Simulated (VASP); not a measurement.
**Si2C3: single point with PBE**

The system is Si2C3.

```xyz
5
Lattice="1.5257 0.8809 6.4681 -1.5257 0.8809 6.4681 0.0000 -1.7617 6.4681" Properties=species:S:1:pos:R:3 pbc="T T T"
Si    0.0000    0.0000    7.9427
Si    0.0000    0.0000   11.4616
C     0.0000    0.0000    0.0000
C     0.0000    0.0000    4.4258
C     0.0000    0.0000   14.9786
```

The cell was generated, and may not be a known phase.

| Quantity | Value |
| --- | --- |
| Program | VASP 6.6.1 |
| Task | single point |
| Functional | PBE |
| Potentials or basis | VASP PAW PBE potentials, release 64 (Si, C) |
| Cutoff | 520 eV |
| k mesh | 12 × 12 × 12 |
| Occupations | gaussian, width 0.1 eV |
| Spin | no spin polarisation |

```yaml
Pressure: 0.0 GPa
Largest_force: 0.014 eV/Å
Band_gap_on_the_k_mesh: zero (bands 10 and 11 overlap by 1.33 eV)
```

Forces on the atoms (eV/Å):
```
Si   0.000  0.000  0.014
Si   0.000  0.000 -0.014
C    0.000  0.000  0.000
C    0.000  0.000  0.006
C    0.000  0.000 -0.006
```

Levels at points of the mesh, in eV from the Fermi level:
| k point | band 6 | band 7 | band 8 | band 9 | band 10 | band 11 | band 12 | band 13 | band 14 | band 15 |
| --- | --- | --- | --- | --- | --- | --- | --- | --- | --- | --- |
| (0.00, 0.00, 0.00) | -1.19 | -1.19 | -1.10 | -1.10 | 0.42 | 0.42 | 2.67 | 6.06 | 6.71 | 6.71 |
| (0.50, 0.00, 0.00) | -5.53 | -3.41 | -2.96 | -1.49 | -1.28 | 0.44 | 1.37 | 1.61 | 5.30 | 6.74 |
| (0.50, 0.50, 0.00) | -5.06 | -3.67 | -2.52 | -1.85 | -1.05 | 0.16 | 0.48 | 1.91 | 4.83 | 6.44 |
| (0.50, 0.50, 0.50) | -1.21 | -1.09 | -1.09 | 0.44 | 0.44 | 0.76 | 0.80 | 6.43 | 6.82 | 6.82 |

It took 16 min on 1 thread of Intel Xeon 8259CL, with other jobs on the host, peak memory 0.42 GiB.
